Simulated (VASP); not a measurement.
SiMo3: single point with PBEsol

SiMo3:

```
Si Mo
1.0
     4.86163    0.00000    0.00000
     0.00000    4.86163    0.00000
     0.00000    0.00000    4.86163
Si Mo
2 6
Direct
  0.00000 0.00000 0.00000
  0.50000 0.50000 0.50000
  0.25000 0.00000 0.50000
  0.50000 0.75000 0.00000
  0.75000 0.00000 0.50000
  0.50000 0.25000 0.00000
  0.00000 0.50000 0.75000
  0.00000 0.50000 0.25000
```

```yaml
Program: VASP 6.6.1
Task: single point
Functional: PBEsol
Potentials_or_basis: VASP PAW PBE potentials, release 64 (Si, Mo_sv)
Cutoff: 520 eV
k_mesh: 8 × 8 × 8
Occupations: gaussian, width 0.1 eV
Spin: no spin polarisation
```

```json
{
 "Pressure": "0.6 GPa",
 "Band gap on the k mesh": "zero (bands 46 and 47 overlap by 2.48 eV)"
}
```

Levels at points of the mesh, in eV from the Fermi level:
```csv
k point,band 43,band 44,band 45,band 46,band 47,band 48,band 49,band 50
"(0.00, 0.00, 0.00)",-1.61,-1.61,1.27,1.27,1.27,2.12,2.43,2.44
"(0.50, 0.00, 0.00)",-1.74,-1.74,0.26,0.26,0.94,0.94,1.54,1.54
"(0.50, 0.50, 0.00)",-1.17,-0.89,-0.89,-0.78,-0.73,-0.54,-0.10,0.26
"(0.50, 0.50, 0.50)",-1.21,-1.21,-1.21,-1.21,-1.21,-1.21,1.29,1.29
```

Run time: 2.5 min on 1 thread of Oxide Virtual Turin-like Processor, on a shared host, peak memory 0.27 GiB.

Caveat: the PAW data sets were made with another functional, which shifts forces and pressure a little.
